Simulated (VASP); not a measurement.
# SnO2 (Fm-3m) in VASP: a series of runs

Aim: see how the results for SnO2 move with the level of theory and the settings. Levels: PBE, LDA, PBE+D3(BJ), PBE+D4. Tasks: single point.

All numbers are computed with VASP 6.6.1; they aren't measurements. Logs are shortened: lines on timing, memory, paths and dates and some standing lists are left out, and cuts for length are marked.

## (1) The cell of the first run

The structure is cubic, space group Fm-3m (No. 225). Conventional cell: a = 5.148 Å, b = 5.148 Å, c = 5.148 Å, α = 90.00°, β = 90.00°, γ = 90.00°. Sn (site symmetry m-3m) has 8 O at 2.23 Å within 2.9 Å. Within 2.9 Å of O (site symmetry -43m) lie 4 Sn at 2.23 Å and 6 O at 2.57 Å.

## (2) Single point, PBE, non-collinear spin, zero start, spin-orbit coupling

The input, INCAR:

```
PREC     = Accurate       # precision mode
ENCUT    = 520            # plane-wave cutoff, eV
EDIFF    = 1E-7           # SCF threshold, eV
ISMEAR   = -1             # smearing method
SIGMA    = 0.05           # smearing width, eV
LREAL    = False          # projectors in reciprocal space
LASPH    = True           # aspherical terms in the spheres
NELM     = 150            # most SCF steps
ALGO     = Normal         # electronic algorithm
ISIF     = 2              # what is computed and relaxed
LWAVE    = False          # write WAVECAR
LCHARG   = False          # write CHGCAR
MAGMOM   = 0 0 0 0 0 0 0 0 0 # initial moments
LORBIT   = 11             # projections on sites
LSORBIT  = True           # spin-orbit coupling
GGA_COMPAT= False        
LORBMOM  = True         
GGA      = PE             # functional
NBANDS   = 39             # bands
```

The input, KPOINTS:

```
regular mesh
0
Gamma
  7 7 7
```

The input, POSCAR:

```
SnO2
1.0
    0.0000000000      2.5741500000      2.5741500000
    2.5741500000      0.0000000000      2.5741500000
    2.5741500000      2.5741500000      0.0000000000
Sn O
1 2
Direct
    0.0000000000      0.0000000000      0.0000000000
    0.7500000000      0.7500000000      0.7500000000
    0.2500000000      0.2500000000      0.2500000000
```

Potentials or basis: VASP PAW PBE potentials, release 64 (Sn_d, O).

The run is started by

```bash
> cat potpaw_PBE.64/Sn_d/POTCAR potpaw_PBE.64/O/POTCAR > POTCAR
> mpirun -np 1 vasp_ncl > vasp.out
```

OUTCAR:

```text
PREC = Accurate
   ENCUT = 520
   EDIFF = 1E-7
   ISMEAR = -1
   LREAL = False
   LASPH = True
   NELM = 150
   ISIF = 2
   LORBIT = 11
   LSORBIT = True
   GGA = PE

 ion  position               nearest neighbor table
   1  0.000  0.000  0.000-   2 2.23   3 2.23   2 2.23   2 2.23   2 2.23   3 2.23   3 2.23   3 2.23

   2  0.750  0.750  0.750-   1 2.23   1 2.23   1 2.23   1 2.23
   3  0.250  0.250  0.250-   1 2.23   1 2.23   1 2.23   1 2.23

  LATTYP: Found a face centered cubic cell.
 ALAT       =     5.1483000000

  Lattice vectors:

 A1 = (   0.0000000000,   2.5741500000,   2.5741500000)
 A2 = (   2.5741500000,   0.0000000000,   2.5741500000)
 A3 = (   2.5741500000,   2.5741500000,   0.0000000000)

Analysis of symmetry for initial positions (statically):
=====================================================================
 Subroutine PRICEL returns:
 Original cell was already a primitive cell.

 Routine SETGRP: Setting up the symmetry group for a
 face centered cubic supercell.

 Subroutine GETGRP returns: Found 48 space group operations
 (whereof 48 operations were pure point group operations)
 out of a pool of 48 trial point group operations.

The static configuration has the point symmetry O_h .

Analysis of symmetry for dynamics (positions and initial velocities):
=====================================================================
 Subroutine PRICEL returns:
 Original cell was already a primitive cell.

 Routine SETGRP: Setting up the symmetry group for a
 face centered cubic supercell.

 Subroutine GETGRP returns: Found 48 space group operations
 (whereof 48 operations were pure point group operations)
 out of a pool of 48 trial point group operations.

The dynamic configuration has the point symmetry O_h .

Analysis of structural, dynamic, and magnetic symmetry:
=====================================================================
 Subroutine PRICEL returns:
 Original cell was already a primitive cell.

 Routine SETGRP: Setting up the symmetry group for a
 face centered cubic supercell.

 Subroutine GETGRP returns: Found 48 space group operations
 (whereof 48 operations were pure point group operations)
 out of a pool of 48 trial point group operations.

The overall configuration has the point symmetry O_h .

 Subroutine INISYM returns: Found 48 space group operations
 (whereof 48 operations are pure point group operations),
 and found     1 'primitive' translations

----------------------------------------------------------------------------------------

                                     Primitive cell

  volume of cell :      34.1139

  direct lattice vectors                    reciprocal lattice vectors
     0.000000000  2.574150000  2.574150000    -0.194238875  0.194238875  0.194238875
     2.574150000  0.000000000  2.574150000     0.194238875 -0.194238875  0.194238875
     2.574150000  2.574150000  0.000000000     0.194238875  0.194238875 -0.194238875

  length of vectors
     3.640397842  3.640397842  3.640397842     0.336431600  0.336431600  0.336431600

  position of ions in fractional coordinates (direct lattice)
     0.000000000  0.000000000  0.000000000
     0.750000000  0.750000000  0.750000000
     0.250000000  0.250000000  0.250000000

  ion indices of the primitive-cell ions
   primitive index   ion index
                 1           1
                 2           2
                 3           3

----------------------------------------------------------------------------------------

 KPOINTS: regular mesh

Automatic generation of k-mesh.
 Grid dimensions read from file:
 generate k-points for:    7    7    7

 Generating k-lattice:

  Cartesian coordinates                     Fractional coordinates (reciprocal lattice)
[... 89 lines left out ...]
   NGX = 13   NGY = 13   NGZ = 13

 number of electron      25.9999990 magnetization       0.0000000      0.0000000      0.0000000

 number of electron      25.9999992 magnetization       0.0000000     -0.0000000     -0.0000000

 number of electron      25.9999992 magnetization       0.0000000     -0.0000000      0.0000000

 Free energy of the ion-electron system (eV)
  ---------------------------------------------------
  ext. energy  EPLUGINS =         0.00000000
  ---------------------------------------------------
  free energy    TOTEN  =       -17.95330633 eV

  energy without entropy =      -17.95179445  energy(sigma->0) =      -17.95255039

 E-fermi :   7.4315     XC(G=0): -11.6634

 val. band max:        7.2481244278   @ k =  -0.4286   0.4286   0.0000
 cond. band min:       8.8573647123   @ k =   0.1429   0.0000   0.0000
 fundamental gap:      1.6092402845
 Fermi energy:         7.4314611335

 k-point     1 :       0.0000    0.0000    0.0000
  band No.  band energies     occupation
      1     -13.7797      1.00000
      2     -13.7797      1.00000
      3     -13.7797      1.00000
      4     -13.7797      1.00000
      5     -12.8065      1.00000
      6     -12.8065      1.00000
[... 809 lines left out ...]
     37      23.6905      0.00000
     38      23.6905      0.00000
 [bands above 38 left out]

------------------------ aborting loop because EDIFF is reached ----------------------------------------

  FORCE on cell =-STRESS in cart. coord.  units (eV):
  Direction    XX          YY          ZZ          XY          YZ          ZX
  --------------------------------------------------------------------------------------
  -------------------------------------------------------------------------------------
  Total        0.0339596      0.0339596      0.0339596      0.0000000      0.0000000     -0.0000000
  in kB        1.5949301      1.5949301      1.5949301      0.0000000      0.0000000     -0.0000000
  external PRESSURE =       1.5949301 kB  Pullay stress =       0.0000000 kB

 VOLUME and BASIS-vectors are now :
 -----------------------------------------------------------------------------
  energy-cutoff  :      520.00
  volume of cell :       34.11
      direct lattice vectors                 reciprocal lattice vectors
     0.000000000  2.574150000  2.574150000    -0.194238875  0.194238875  0.194238875
     2.574150000  0.000000000  2.574150000     0.194238875 -0.194238875  0.194238875
     2.574150000  2.574150000  0.000000000     0.194238875  0.194238875 -0.194238875

 POSITION                                       TOTAL-FORCE (eV/Angst)
 -----------------------------------------------------------------------------------
      0.00000      0.00000      0.00000         0.000000      0.000000      0.000000
      3.86123      3.86123      3.86123        -0.000000     -0.000000      0.000000
      1.28707      1.28707      1.28707         0.000000      0.000000     -0.000000
 -----------------------------------------------------------------------------------
    total drift:                               -0.000000      0.000000      0.000000

  FREE ENERGIE OF THE ION-ELECTRON SYSTEM (eV)
  ---------------------------------------------------
  free  energy   TOTEN  =       -17.9533063297 eV

  energy  without entropy=      -17.9517944511  energy(sigma->0) =      -17.95255039

 orbital moment (x)

 # of ion     p       d       tot
 ----------------------------------------
  1         0.000  -0.000  -0.000
  2        -0.000   0.000  -0.000
  3         0.000   0.000   0.000
 ----------------------------------------
            0.000  -0.000   0.000

 orbital moment (y)

 # of ion     p       d       tot
 ----------------------------------------
  1         0.000  -0.000  -0.000
  2         0.000   0.000   0.000
  3        -0.000   0.000  -0.000
 ----------------------------------------
           -0.000  -0.000  -0.000

 orbital moment (z)

 # of ion     p       d       tot
 ----------------------------------------
  1         0.000   0.000   0.000
  2        -0.000   0.000  -0.000
  3         0.000   0.000   0.000
 ----------------------------------------
            0.000   0.000   0.000

 Spin-Orbit-Coupling matrix elements

 Ion:    1  E_soc:     -0.0709758
 l=   1
     0.0000000    -0.0061440    -0.0061440
    -0.0061440     0.0000000    -0.0061440
    -0.0061440    -0.0061440     0.0000000
 l=   2
     0.0000000    -0.0010981     0.0000000    -0.0010981    -0.0045872
    -0.0010981     0.0000000    -0.0034404    -0.0010981    -0.0011468
     0.0000000    -0.0034404     0.0000000    -0.0034404     0.0000000
    -0.0010981    -0.0010981    -0.0034404     0.0000000    -0.0011468
    -0.0045872    -0.0011468     0.0000000    -0.0011468     0.0000000
 l=   3
     0.0000000     0.0000000     0.0000000     0.0000000     0.0000000     0.0000000     0.0000000
     0.0000000     0.0000000     0.0000000     0.0000000     0.0000000     0.0000000     0.0000000
     0.0000000     0.0000000     0.0000000     0.0000000     0.0000000     0.0000000     0.0000000
     0.0000000     0.0000000     0.0000000     0.0000000     0.0000000     0.0000000     0.0000000
[... 29 lines left out ...]
 l=   2
     0.0000000     0.0000000     0.0000000     0.0000000     0.0000000
     0.0000000     0.0000000     0.0000000     0.0000000     0.0000000
     0.0000000     0.0000000     0.0000000     0.0000000     0.0000000
     0.0000000     0.0000000     0.0000000     0.0000000     0.0000000
     0.0000000     0.0000000     0.0000000     0.0000000     0.0000000
 l=   3
     0.0000000     0.0000000     0.0000000     0.0000000     0.0000000     0.0000000     0.0000000
     0.0000000     0.0000000     0.0000000     0.0000000     0.0000000     0.0000000     0.0000000
     0.0000000     0.0000000     0.0000000     0.0000000     0.0000000     0.0000000     0.0000000
     0.0000000     0.0000000     0.0000000     0.0000000     0.0000000     0.0000000     0.0000000
     0.0000000     0.0000000     0.0000000     0.0000000     0.0000000     0.0000000     0.0000000
     0.0000000     0.0000000     0.0000000     0.0000000     0.0000000     0.0000000     0.0000000
     0.0000000     0.0000000     0.0000000     0.0000000     0.0000000     0.0000000     0.0000000

 total charge

# of ion       s       p       d       tot
------------------------------------------
    1        0.869   0.902  10.244  12.015
    2        1.580   3.443   0.000   5.023
    3        1.580   3.443   0.000   5.023
--------------------------------------------------
tot          4.030   7.788  10.244  22.062

 magnetization (x)

# of ion       s       p       d       tot
------------------------------------------
    1       -0.000   0.000  -0.000  -0.000
    2        0.000  -0.000   0.000  -0.000
    3        0.000   0.000   0.000   0.000
--------------------------------------------------
tot          0.000   0.000  -0.000   0.000

 magnetization (y)

# of ion       s       p       d       tot
------------------------------------------
    1        0.000   0.000   0.000   0.000
    2        0.000  -0.000   0.000  -0.000
    3        0.000   0.000   0.000   0.000
--------------------------------------------------
tot          0.000  -0.000   0.000  -0.000

 magnetization (z)

# of ion       s       p       d       tot
------------------------------------------
    1       -0.000   0.000  -0.000  -0.000
    2        0.000   0.000   0.000   0.000
    3        0.000  -0.000   0.000  -0.000
--------------------------------------------------
tot          0.000  -0.000  -0.000  -0.000
```

Run time: 1.8 min. Hardware: 1 thread of Intel Xeon 8259CL, shared host; peak memory 0.26 GiB.

What came out:

| Quantity | Value |
| --- | --- |
| Free energy | -17.9533 eV |
| Pressure | 0.2 GPa |
| Net moment | 0.00 μB per cell |
| Valence electrons inside the program's atomic spheres | Sn 12.02; O 5.02 |

Moments on the atoms (μB; x, y, z):
```
Sn  0.00 0.00 0.00
O   0.00 0.00 0.00
O   0.00 0.00 0.00
```

## (3) Single point, LDA, non-collinear spin, zero start, spin-orbit coupling

The input, INCAR:

```
PREC = Accurate
ENCUT = 520
EDIFF = 1E-6
ISMEAR = -1
SIGMA = 0.05
LREAL = False
LASPH = True
NELM = 150
ALGO = Normal
ISIF = 2
LWAVE = False
LCHARG = True
MAGMOM = 0 0 0 0 0 0 0 0 0
LORBIT = 11
LSORBIT = True
GGA_COMPAT = False
LORBMOM = True
GGA = CA
LVHAR = True
NBANDS = 39
```

KPOINTS is that of step 2.

POSCAR is that of step 2.

Potentials or basis: VASP PAW LDA potentials, release 64 (Sn_d, O).

The run is started by

```bash
> cat potpaw_LDA.64/Sn_d/POTCAR potpaw_LDA.64/O/POTCAR > POTCAR
> mpirun -np 1 vasp_ncl > vasp.out
```

OUTCAR:

```text
PREC = Accurate
   ENCUT = 520
   EDIFF = 1E-6
   ISMEAR = -1
   LREAL = False
   LASPH = True
   NELM = 150
   ISIF = 2
   LORBIT = 11
   LSORBIT = True
   GGA = CA

 ion  position               nearest neighbor table
   1  0.000  0.000  0.000-   2 2.23   3 2.23   2 2.23   2 2.23   2 2.23   3 2.23   3 2.23   3 2.23

   2  0.750  0.750  0.750-   1 2.23   1 2.23   1 2.23   1 2.23
   3  0.250  0.250  0.250-   1 2.23   1 2.23   1 2.23   1 2.23

  LATTYP: Found a face centered cubic cell.
 ALAT       =     5.1483000000

  Lattice vectors:

 A1 = (   0.0000000000,   2.5741500000,   2.5741500000)
 A2 = (   2.5741500000,   0.0000000000,   2.5741500000)
 A3 = (   2.5741500000,   2.5741500000,   0.0000000000)

Analysis of symmetry for initial positions (statically):
=====================================================================
 Subroutine PRICEL returns:
 Original cell was already a primitive cell.

 Routine SETGRP: Setting up the symmetry group for a
 face centered cubic supercell.

 Subroutine GETGRP returns: Found 48 space group operations
 (whereof 48 operations were pure point group operations)
[... 1082 lines left out ...]
    -0.0047831    -0.0011958     0.0000000    -0.0011958     0.0000000
 l=   3
     0.0000000     0.0000000     0.0000000     0.0000000     0.0000000     0.0000000     0.0000000
     0.0000000     0.0000000     0.0000000     0.0000000     0.0000000     0.0000000     0.0000000
     0.0000000     0.0000000     0.0000000     0.0000000     0.0000000     0.0000000     0.0000000
     0.0000000     0.0000000     0.0000000     0.0000000     0.0000000     0.0000000     0.0000000
[... 29 lines left out ...]
 l=   2
     0.0000000     0.0000000     0.0000000     0.0000000     0.0000000
     0.0000000     0.0000000     0.0000000     0.0000000     0.0000000
     0.0000000     0.0000000     0.0000000     0.0000000     0.0000000
     0.0000000     0.0000000     0.0000000     0.0000000     0.0000000
     0.0000000     0.0000000     0.0000000     0.0000000     0.0000000
 l=   3
     0.0000000     0.0000000     0.0000000     0.0000000     0.0000000     0.0000000     0.0000000
     0.0000000     0.0000000     0.0000000     0.0000000     0.0000000     0.0000000     0.0000000
     0.0000000     0.0000000     0.0000000     0.0000000     0.0000000     0.0000000     0.0000000
     0.0000000     0.0000000     0.0000000     0.0000000     0.0000000     0.0000000     0.0000000
     0.0000000     0.0000000     0.0000000     0.0000000     0.0000000     0.0000000     0.0000000
     0.0000000     0.0000000     0.0000000     0.0000000     0.0000000     0.0000000     0.0000000
     0.0000000     0.0000000     0.0000000     0.0000000     0.0000000     0.0000000     0.0000000

 total charge

# of ion       s       p       d       tot
------------------------------------------
    1        0.886   0.929  10.246  12.061
    2        1.570   3.417   0.000   4.987
    3        1.570   3.417   0.000   4.987
--------------------------------------------------
tot          4.025   7.763  10.246  22.034

 magnetization (x)

# of ion       s       p       d       tot
------------------------------------------
    1       -0.000   0.000  -0.000  -0.000
    2        0.000  -0.000   0.000  -0.000
    3       -0.000  -0.000   0.000  -0.000
--------------------------------------------------
tot         -0.000  -0.000  -0.000  -0.000

 magnetization (y)

# of ion       s       p       d       tot
------------------------------------------
    1       -0.000  -0.000   0.000  -0.000
    2        0.000   0.000   0.000   0.000
    3       -0.000   0.000   0.000  -0.000
--------------------------------------------------
tot         -0.000  -0.000   0.000  -0.000

 magnetization (z)

# of ion       s       p       d       tot
------------------------------------------
    1        0.000   0.000  -0.000   0.000
    2       -0.000   0.000   0.000  -0.000
    3       -0.000   0.000   0.000  -0.000
--------------------------------------------------
tot         -0.000   0.000  -0.000  -0.000
```

It took 94 s on 1 thread of Intel Xeon 8259CL, shared host; peak memory 0.22 GiB.

Results:

| Item | Value |
| --- | --- |
| Free energy | -20.4758 eV |
| Pressure | -11.4 GPa |
| Net moment | 0.00 μB per cell |
| Valence electrons inside the program's atomic spheres | Sn 12.06; O 4.99 |

Moments on the atoms (μB; x, y, z):
```
Sn  0.00 0.00 0.00
O   0.00 0.00 0.00
O   0.00 0.00 0.00
```

Caveat: the cell stands under tension.

## (4) Single point, PBE+D3(BJ)

This run uses another cell than the first one, of 11.14 Å³/atom.

The input, INCAR:

```
SYSTEM = SnO2
PREC     = Accurate       ! precision mode
ENCUT    = 520            ! plane-wave cutoff, eV
EDIFF    = 1E-6           ! SCF threshold, eV
ISMEAR   = -1             ! smearing method
SIGMA    = 0.05           ! smearing width, eV
LREAL    = .False.        ! projectors in reciprocal space
LASPH    = .True.         ! aspherical terms in the spheres
NELM     = 100            ! most SCF steps
ALGO     = Normal         ! electronic algorithm
ISIF     = 2              ! what is computed and relaxed
LWAVE    = .False.        ! write WAVECAR
LCHARG   = .False.        ! write CHGCAR
GGA      = PE             ! functional
IVDW     = 12             ! dispersion correction
NBANDS   = 20             ! bands
```

The input, KPOINTS:

```
Automatic mesh
0
Gamma
  9 9 9
  0 0 0
```

The input, POSCAR:

```
SnO2
1.0
    0.0000000000      2.5565464187      2.5565464187
    2.5565464187      0.0000000000      2.5565464187
    2.5565464187      2.5565464187      0.0000000000
Sn O
1 2
Direct
    0.0000000000      0.0000000000      0.0000000000
    0.7500000000      0.7500000000      0.7500000000
    0.2500000000      0.2500000000      0.2500000000
```

Potentials or basis: VASP PAW PBE potentials, release 64 (Sn_d, O).

The run is started by

```bash
> cat potpaw_PBE.64/Sn_d/POTCAR potpaw_PBE.64/O/POTCAR > POTCAR
> mpirun -np 1 vasp_std > vasp.out
```

It took 43 s on 1 thread of AMD EPYC 7R13, shared host; peak memory 0.15 GiB.

The run converged. Its results:

```
Free energy                : -18.6214 eV
Pressure                   : 0.6 GPa
Dispersion energy per atom : -0.238 eV
```

Levels at points of the mesh, in eV from the Fermi level:
```tsv
k point	band 11	band 12	band 13	band 14	band 15	band 16
(0.00, 0.00, 0.00)	-1.48	-1.48	-1.48	-0.12	6.91	6.91
```

Caveat: spin-orbit coupling is left out, which moves the levels of the heavy elements.

(Part 1 of 2 ends here.)
